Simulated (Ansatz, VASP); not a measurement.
**Cu in VASP and in Ansatz**

INCAR

```
SYSTEM = Cu
PREC = Accurate
ENCUT = 600
EDIFF = 1E-7
ISMEAR = -1
SIGMA = 0.1
LREAL = .False.
LASPH = .True.
NELM = 100
ALGO = Normal
ISIF = 3
LWAVE = .False.
LCHARG = .False.
GGA = PS
IBRION = 2
NSW = 80
EDIFFG = -0.01
```

The input KPOINTS:

```
Automatic mesh
0
Gamma
  16 16 16
  0 0 0
```

POSCAR

```
Cu
1.0
   -1.4427900000      1.4427900000      1.3760800000
    1.4427900000     -1.4427900000      1.3760800000
    1.4427900000      1.4427900000     -1.3760800000
Cu
1
Direct
    0.0000000000      0.0000000000      0.0000000000
```

Input for Ansatz:

```yaml
crystal:
  lattice:
    - [-1.44279, 1.44279, 1.37608]
    - [1.44279, -1.44279, 1.37608]
    - [1.44279, 1.44279, -1.37608]
  atoms:
    - { symbol: Cu, position: [0.0, 0.0, 0.0] }
basis:
  ecutwfc: 571.4391111657479
kpoints:
  mp_grid:
    grid: [16, 16, 16]
hamiltonian:
  xc: pbesol
  dispersion: none
scf:
  occupations:
    method: fermi_dirac
relax:
  cell: {}
```

Alike in both runs: task relaxation of cell and atoms; functional PBEsol; k mesh 16 × 16 × 16; no spin polarisation.

|  | VASP | Ansatz |
| --- | --- | --- |
| version | VASP 6.6.1 | Ansatz 0.2.0 |
| potentials or method | VASP PAW PBE potentials, release 64 (Cu), cutoff 600 eV | plane waves, PAW |
| occupations | fermi-dirac, width 0.1 eV | fermi-dirac |
| valence electrons in the cell | 11 | 19 |

|  | VASP | Ansatz | Ansatz less VASP |
| --- | --- | --- | --- |
| relaxed volume (Å³/atom) | 11.42 | 11.36 | -0.051 |
| relaxed cell length with the largest relative difference (Å) | 2.458 | 2.456 | -0.0018 |

VASP's potentials were made for PBE, not for PBEsol. VASP's potentials hold 11 valence electrons a cell and Ansatz's 19, so a difference there can come from the potentials and not from the codes.
